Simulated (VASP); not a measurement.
# FeB2 (P6/mmm) in VASP: further runs

The runs below take FeB2 through single point, relaxation of cell and atoms, with LDA.

Program: VASP 6.6.1. These are calculated values, not measurements. Logs are shortened: lines on timing, memory, paths and dates and some standing lists are left out, and cuts for length are marked.

### 1 The cell of the first run

It takes space group P6/mmm (No. 191, hexagonal). The conventional cell has a = 3.029 Å, b = 3.029 Å, c = 2.553 Å, α = 90.00°, β = 90.00°, γ = 120.00°. Fe (site symmetry 6/mmm) has 12 B at 2.16 Å and 2 Fe at 2.55 Å within 2.9 Å. Within 2.3 Å of B (site symmetry -6m2) lie 3 B at 1.75 Å and 6 Fe at 2.16 Å.

### 2 Single point, LDA

File INCAR:

```
SYSTEM = FeB2
  ALGO = Normal
  EDIFF = 1E-7
  ENCUT = 520
  ISIF = 2
  ISMEAR = 0
  LASPH = .True.
  LCHARG = .False.
  LREAL = .False.
  LWAVE = .False.
  NBANDS = 14
  NELM = 80
  PREC = Accurate
  SIGMA = 0.2
```

File KPOINTS:

```
k-points
0
Gamma
  18 18 16
  0 0 0
```

File POSCAR:

```
FeB2
1.0
    3.0285529700      0.0000000000      0.0000000000
   -1.5142764850      2.6228038087      0.0000000000
    0.0000000000      0.0000000000      2.5531647469
Fe B
1 2
Direct
    0.0000000000      0.0000000000      0.0000000000
    0.3333333333      0.6666666667      0.5000000000
    0.6666666667      0.3333333333      0.5000000000
```

Potentials or basis: VASP PAW LDA potentials, release 64 (Fe, B).

The run is started by

```console
> cat potpaw_LDA.64/Fe/POTCAR potpaw_LDA.64/B/POTCAR > POTCAR
> mpirun -np 1 vasp_std > vasp.out
```

OUTCAR:

```text
SYSTEM = FeB2
   EDIFF = 1E-7
   ENCUT = 520
   ISIF = 2
   ISMEAR = 0
   LASPH = .True.
   LREAL = .False.
   NELM = 80
   PREC = Accurate

 ion  position               nearest neighbor table
   1  0.000  0.000  0.000-   2 2.16   3 2.16   2 2.16   3 2.16   2 2.16   2 2.16   3 2.16   3 2.16
                             3 2.16   3 2.16   2 2.16   2 2.16
   2  0.333  0.667  0.500-   3 1.75   3 1.75   3 1.75   1 2.16   1 2.16   1 2.16   1 2.16   1 2.16
                             1 2.16
   3  0.667  0.333  0.500-   2 1.75   2 1.75   2 1.75   1 2.16   1 2.16   1 2.16   1 2.16   1 2.16
                             1 2.16

  LATTYP: Found a hexagonal cell.
 ALAT       =     3.0285529700
 C/A-ratio  =     0.8430312338

  Lattice vectors:

 A1 = (   3.0285529700,   0.0000000000,   0.0000000000)
 A2 = (  -1.5142764850,   2.6228038087,   0.0000000000)
 A3 = (   0.0000000000,   0.0000000000,   2.5531647469)

Analysis of symmetry for initial positions (statically):
=====================================================================
 Subroutine PRICEL returns:
 Original cell was already a primitive cell.

 Routine SETGRP: Setting up the symmetry group for a
 hexagonal supercell.

 Subroutine GETGRP returns: Found 24 space group operations
 (whereof 24 operations were pure point group operations)
 out of a pool of 24 trial point group operations.

The static configuration has the point symmetry D_6h.

Analysis of symmetry for dynamics (positions and initial velocities):
=====================================================================
 Subroutine PRICEL returns:
 Original cell was already a primitive cell.

 Routine SETGRP: Setting up the symmetry group for a
 hexagonal supercell.

 Subroutine GETGRP returns: Found 24 space group operations
 (whereof 24 operations were pure point group operations)
 out of a pool of 24 trial point group operations.

The dynamic configuration has the point symmetry D_6h.

 Subroutine INISYM returns: Found 24 space group operations
 (whereof 24 operations are pure point group operations),
 and found     1 'primitive' translations

----------------------------------------------------------------------------------------

                                     Primitive cell

  volume of cell :      20.2806

  direct lattice vectors                    reciprocal lattice vectors
     3.028552970  0.000000000  0.000000000     0.330190692  0.190635685  0.000000000
    -1.514276485  2.622803809  0.000000000     0.000000000  0.381271369  0.000000000
     0.000000000  0.000000000  2.553164747     0.000000000  0.000000000  0.391670769

  length of vectors
     3.028552970  3.028552970  2.553164747     0.381271369  0.381271369  0.391670769

  position of ions in fractional coordinates (direct lattice)
     0.000000000  0.000000000  0.000000000
     0.333333333  0.666666667  0.500000000
     0.666666667  0.333333333  0.500000000

  ion indices of the primitive-cell ions
   primitive index   ion index
                 1           1
                 2           2
                 3           3

----------------------------------------------------------------------------------------

 KPOINTS: k-points

Automatic generation of k-mesh.
 Grid dimensions read from file:
 generate k-points for:   18   18   16

 Generating k-lattice:

  Cartesian coordinates                     Fractional coordinates (reciprocal lattice)
     0.018343927  0.010590871  0.000000000     0.055555556 -0.000000000  0.000000000
     0.000000000  0.021181743  0.000000000     0.000000000  0.055555556  0.000000000
     0.000000000  0.000000000  0.024479423     0.000000000  0.000000000  0.062500000

  Length of vectors
     0.021181743  0.021181743  0.024479423

  Shift w.r.t. Gamma in fractional coordinates (k-lattice)
     0.000000000  0.000000000  0.000000000

 Subroutine IBZKPT returns following result:
 ===========================================

 Found    333 irreducible k-points:

 Following reciprocal coordinates:
            Coordinates               Weight
  0.000000  0.000000  0.000000      1.000000
  0.055556  0.000000  0.000000      6.000000
  0.111111  0.000000  0.000000      6.000000
  0.166667  0.000000  0.000000      6.000000
  0.222222  0.000000  0.000000      6.000000
  0.277778  0.000000  0.000000      6.000000
[... 16 lines left out ...]
  0.333333  0.111111  0.000000     12.000000
  0.388889  0.111111  0.000000     12.000000
 [... further k-points ...]
   k-points           NKPTS =    333   k-points in BZ     NKDIM =    333   number of bands    NBANDS=     14
   number of dos      NEDOS =    301   number of ions     NIONS =      3
   total plane-waves  NPLWV =  11520
   dimension x,y,z NGX =    24 NGY =   24 NGZ =   20
   dimension x,y,z NGXF=    48 NGYF=   48 NGZF=   40
   ions per type =               1   2
   NGX,Y,Z   is equivalent  to a cutoff of  13.17, 13.17, 13.02 a.u.
   NGXF,Y,Z  is equivalent  to a cutoff of  26.35, 26.35, 26.05 a.u.
 SYSTEM =  FeB2
   PREC   = accura    normal or accurate (medium, high low for compatibility)
   ISTART =      0    job   : 0-new  1-cont  2-samecut
   ICHARG =      2    charge: 1-file 2-atom 10-const
   ISPIN  =      1    spin polarized calculation?
   LNONCOLLINEAR =      F non collinear calculations
   LSORBIT =      F    spin-orbit coupling
   LASPH  =      T    aspherical Exc in radial PAW
   ENCUT  =  520.0 eV  38.22 Ry    6.18 a.u.   5.63  5.63  4.75*2*pi/ulx,y,z
   NELM   =     80;   NELMIN=  2; NELMDL= -5     # of ELM steps
   EDIFF  = 0.1E-06   stopping-criterion for ELM
   LREAL  =      F    real-space projection
   EDIFFG = 0.1E-05   stopping-criterion for IOM
   NSW    =      0    number of steps for IOM
   IBRION =     -1    ionic relax: 0-MD 1-quasi-New 2-CG
   NFREE  =      0    steps in history (QN), initial steepest desc. (CG)
   ISIF   =      2    stress and relaxation
   ISYM   =      2    0-nonsym 1-usesym 2-fastsym
   POTIM  = 0.5000    time-step for ionic-motion
   TEBEG  =    0.0;   TEEND  =   0.0 temperature during run
   PSTRESS=    0.0 pullay stress
   NELECT =      14.0000    total number of electrons
   NUPDOWN=      -1.0000    fix difference up-down
   EMIN   =  10.00;   EMAX   =-10.00  energy-range for DOS
   EFERMI =   0.00;   METHOD = LEGACY
   ISMEAR =     0;   SIGMA  =   0.20  broadening in eV -4-tet -1-fermi 0-gaus
   EFERMI_NEDOS =   21; number of points for ismear=-14 and -15
   IALGO  =     38    algorithm
   IMIX   =      4    mixing-type and parameters
     AMIX     =   0.40;   BMIX     =  1.00
     AMIX_MAG =   1.60;   BMIX_MAG =  1.00
  volume/ion in A,a.u.               =       6.76        45.62
  Fermi-wavevector in a.u.,A,eV,Ry     =   1.446852  2.734155 28.482190  2.093382
  Thomas-Fermi vector in A             =   2.564874
   LORBIT       =      0    0 simple, 1 ext, 2 COOP (PROOUT), +10 PAW based schemes
   GGA     = CA    functional components
   LHFCALC =     F    Hartree Fock is set to
   AEXX    =    0.0000 exact exchange contribution
   IVDW    =     0    specifies the selected vdW correction
   LEPSILON=     F    determine dielectric tensor
   LRPA    =     F    only Hartree local field effects (RPA)
 non-spin polarized calculation
 Gauss-broadening in eV      SIGMA  =   0.20
  energy-cutoff  :      520.00
  volume of cell :       20.28
 maximum number of plane-waves:       561
 NGX is ok and might be reduce to    24
   NGX = 11   NGY = 11   NGZ =  9

 number of electron      13.9999998 magnetization

 Free energy of the ion-electron system (eV)
  ---------------------------------------------------
  ext. energy  EPLUGINS =         0.00000000
  ---------------------------------------------------
  free energy    TOTEN  =       -24.69476884 eV

  energy without entropy =      -24.65280049  energy(sigma->0) =      -24.67378467

 E-fermi :   9.7341     XC(G=0): -13.8491

 val. band max:        9.7329190543   @ k =   0.3889   0.1111   0.1875
 cond. band min:       9.7423998735   @ k =   0.3333   0.2222   0.1875
 fundamental gap:      0.0094808192
 Fermi energy:         9.7340880399

 k-point     1 :       0.0000    0.0000    0.0000
  band No.  band energies     occupation
      1      -6.1569      2.00000
      2       4.1898      2.00000
      3       4.1898      2.00000
      4       5.7275      2.00000
      5       8.6899      2.00000
      6       8.6899      2.00000
      7      10.0007      0.05942
      8      12.4054      0.00000
      9      12.4054      0.00000
     10      13.1856      0.00000
     11      13.1856      0.00000
     12      14.9354      0.00000
     13      20.7686      0.00000
     14      22.1284      0.00000

 k-point     2 :       0.0556    0.0000    0.0000
  band No.  band energies     occupation
      1      -6.0994      2.00000
      2       4.0634      2.00000
      3       4.1969      2.00000
      4       5.7219      2.00000
      5       8.4956      2.00000
      6       8.6841      2.00000
      7      10.2601      0.00020
      8      11.7703      0.00000
      9      11.7954      0.00000
     10      13.8089      0.00000
     11      13.9118      0.00000
     12      15.1030      0.00000
     13      20.6281      0.00000
     14      22.1164      0.00000

 k-point     3 :       0.1111    0.0000    0.0000
  band No.  band energies     occupation
      1      -5.9280      2.00000
      2       3.6970      2.00000
      3       4.2171      2.00000
      4       5.7063      2.00000
      5       8.1284      2.00000
      6       8.6675      2.00000
      7      10.8197      0.00000
      8      10.9408      0.00000
      9      11.0245      0.00000
     10      14.5091      0.00000
     11      15.0302      0.00000
     12      15.6807      0.00000
     13      20.2406      0.00000
     14      22.0823      0.00000

 k-point     4 :       0.1667    0.0000    0.0000
  band No.  band energies     occupation
      1      -5.6449      2.00000
      2       3.1274      2.00000
      3       4.2463      2.00000
      4       5.6765      2.00000
      5       7.7633      2.00000
      6       8.6420      2.00000
      7      10.2227      0.00055
      8      10.3498      0.00001
      9      11.4956      0.00000
     10      14.9802      0.00000
     11      16.2797      0.00000
     12      16.6171      0.00000
     13      19.6836      0.00000
     14      22.0338      0.00000

 k-point     5 :       0.2222    0.0000    0.0000
  band No.  band energies     occupation
      1      -5.2543      2.00000
      2       2.4065      2.00000
      3       4.2795      2.00000
      4       5.6202      2.00000
      5       7.4456      2.00000
      6       8.6110      2.00000
      7       9.6663      1.36826
      8       9.7885      0.70035
      9      12.2279      0.00000
     10      15.3469      0.00000
     11      17.6349      0.00000
[... 276 lines left out ...]
 k-point    22 :       0.2778    0.1111    0.0000
  band No.  band energies     occupation
      1      -4.0151      2.00000
      2       0.7847      2.00000
      3       3.3495      2.00000
      4       6.0815      2.00000
      5       7.0187      2.00000
      6       8.4177      2.00000
      7       8.9434      2.00000
      8       9.0147      2.00000
      9      13.9739      0.00000
     10      16.4275      0.00000
     11      17.6429      0.00000
     12      18.7710      0.00000
     13      21.4131      0.00000
     14      22.1588      0.00000

 k-point    23 :       0.3333    0.1111    0.0000
  band No.  band energies     occupation
      1      -3.3459      2.00000
      2      -0.0773      2.00000
      3       3.1818      2.00000
      4       6.1703      2.00000
      5       6.9116      2.00000
      6       8.3643      2.00000
      7       8.7373      2.00000
      8       8.8989      2.00000
      9      14.6801      0.00000
     10      16.5608      0.00000
     11      17.0821      0.00000
     12      19.5489      0.00000
     13      22.0463      0.00000
     14      23.0335      0.00000

 k-point    24 :       0.3889    0.1111    0.0000
  band No.  band energies     occupation
      1      -2.6023      2.00000
      2      -0.9471      2.00000
      3       3.0765      2.00000
      4       6.2255      2.00000
      5       6.8496      2.00000
      6       8.3286      2.00000
      7       8.6077      2.00000
      8       8.8513      2.00000
      9      15.3364      0.00000
     10      16.5356      0.00000
     11      16.6404      0.00000
     12      19.9659      0.00000
     13      22.5828      0.00000
     14      23.9219      0.00000

 [... further k-points ...]

------------------------ aborting loop because EDIFF is reached ----------------------------------------

  FORCE on cell =-STRESS in cart. coord.  units (eV):
  Direction    XX          YY          ZZ          XY          YZ          ZX
  --------------------------------------------------------------------------------------
  -------------------------------------------------------------------------------------
  Total        0.4628357      0.4628357      0.4566596      0.0000000     -0.0000000      0.0000000
  in kB       36.5643285     36.5643285     36.0764118      0.0000000     -0.0000000      0.0000000
  external PRESSURE =      36.4016896 kB  Pullay stress =       0.0000000 kB

 VOLUME and BASIS-vectors are now :
 -----------------------------------------------------------------------------
  energy-cutoff  :      520.00
  volume of cell :       20.28
      direct lattice vectors                 reciprocal lattice vectors
     3.028552970  0.000000000  0.000000000     0.330190692  0.190635685  0.000000000
    -1.514276485  2.622803809  0.000000000     0.000000000  0.381271369  0.000000000
     0.000000000  0.000000000  2.553164747     0.000000000  0.000000000  0.391670769

 POSITION                                       TOTAL-FORCE (eV/Angst)
 -----------------------------------------------------------------------------------
      0.00000      0.00000      0.00000        -0.000000      0.000000      0.000000
     -0.00000      1.74854      1.27658         0.000000     -0.000000      0.000000
      1.51428      0.87427      1.27658        -0.000000      0.000000      0.000000
 -----------------------------------------------------------------------------------
    total drift:                               -0.000000      0.000000      0.000000

  FREE ENERGIE OF THE ION-ELECTRON SYSTEM (eV)
  ---------------------------------------------------
  free  energy   TOTEN  =       -24.6947688418 eV

  energy  without entropy=      -24.6528004939  energy(sigma->0) =      -24.67378467
```

Run time: 1.8 min. Hardware: 1 thread of Intel Xeon 8259CL, shared host; peak memory 0.2 GiB.

What came out:

| Property | Result |
| --- | --- |
| Free energy | -24.6948 eV |
| Pressure | 3.6 GPa |
| Band gap on the k mesh | zero (bands 7 and 8 overlap by 2.46 eV) |

Caveat: the cell stands under pressure; the run has no spin polarisation, though such a crystal can be magnetic. Spin polarisation is off, so any magnetic state and its effect on volume and gap are missing.

### 3 Relaxation of cell and atoms, LDA, target pressure 2 GPa, at which the enthalpy is minimised

This run uses another cell than the first one, of 6.80 Å³/atom.

File INCAR:

```
PREC = Accurate
ENCUT = 600
EDIFF = 1E-6
ISMEAR = 0
SIGMA = 0.2
LREAL = False
LASPH = True
NELM = 100
ALGO = Normal
ISIF = 3
LWAVE = False
LCHARG = False
IBRION = 2
NSW = 80
EDIFFG = -0.001
PSTRESS = 20.0
```

File KPOINTS:

```
Automatic mesh
0
Gamma
  18 18 16
```

File POSCAR:

```
FeB2
1.0
    3.0321564543      0.0000000000      0.0000000000
   -1.5160782272      2.6259245177      0.0000000000
    0.0000000000      0.0000000000      2.5626696461
Fe B
1 2
Direct
    0.0000000000      0.0000000000      0.0000000000
    0.3333333333      0.6666666667      0.5000000000
    0.6666666667      0.3333333333      0.5000000000
```

Potentials or basis: VASP PAW LDA potentials, release 64 (Fe, B).

The run is started by

```console
> cat potpaw_LDA.64/Fe/POTCAR potpaw_LDA.64/B/POTCAR > POTCAR
> mpirun -np 1 vasp_std > vasp.out
```

Wall time 3.9 min (1 thread of Intel Xeon 8259CL, shared host); peak memory 0.22 GiB.

The run converged. Its results:

```
Free energy                                                : -24.6982 eV
Relaxed volume                                             : 6.79 Å³/atom
Relaxed cell                                               : a = 3.031 Å, b = 3.031 Å, c = 2.560 Å, α = 90.00°, β = 90.00°, γ = 120.00°
Space group after relaxing (to 0.1 Å)                      : P6/mmm (No. 191)
Energy change on relaxing (the run minimises the enthalpy) : +0.1 meV/atom
Ionic steps                                                : 7
Pressure after relaxing                                    : 2.0 GPa
Band gap on the k mesh                                     : zero (bands 7 and 8 overlap by 2.42 eV)
```

The path:
| step | energy change (eV) | largest force (eV/Å) | pressure (GPa) | volume (Å³) |
| --- | --- | --- | --- | --- |
| 1 | 0.0000 | 0.0000 | 1.52 | 20.40 |
| 2 | 0.0008 | 0.0000 | 2.55 | 20.34 |
| 3 | 0.0003 | 0.0000 | 2.00 | 20.38 |
| 4 | 0.0003 | 0.0000 | 1.66 | 20.38 |
| 5 | 0.0004 | 0.0000 | 1.99 | 20.37 |
| 6 | 0.0003 | 0.0000 | 2.28 | 20.37 |
| 7 | 0.0003 | 0.0000 | 2.01 | 20.37 |

Final structure:
```xyz
3
Lattice="3.0313 0.0000 0.0000 -1.5156 2.6251 0.0000 0.0000 0.0000 2.5604" Properties=species:S:1:pos:R:3 pbc="T T T"
Fe    0.0000    0.0000    0.0000
B     0.0000    1.7501    1.2802
B     1.5156    0.8750    1.2802
```

Levels at points of the mesh, in eV from the Fermi level:
```
           k point  band 3  band 4  band 5  band 6  band 7  band 8  band 9  band 10  band 11
(0.00, 0.00, 0.00)   -5.50   -3.97   -1.04   -1.04    0.23    2.66    2.66     3.47     3.47
(0.50, 0.00, 0.00)   -5.33   -4.51   -2.99   -1.23   -1.12   -0.82    5.84     6.29     6.43
(0.00, 0.00, 0.50)   -3.70   -3.70   -2.13   -2.13   -1.36   -1.36    0.62     4.62     9.71
(0.50, 0.00, 0.50)   -6.72   -5.82   -5.72   -0.71   -0.21    2.05    2.51     2.94     5.45
```

Caveat: the cell is relaxed towards a set pressure, so the run minimises the enthalpy, not the energy; the run has no spin polarisation, though such a crystal can be magnetic.
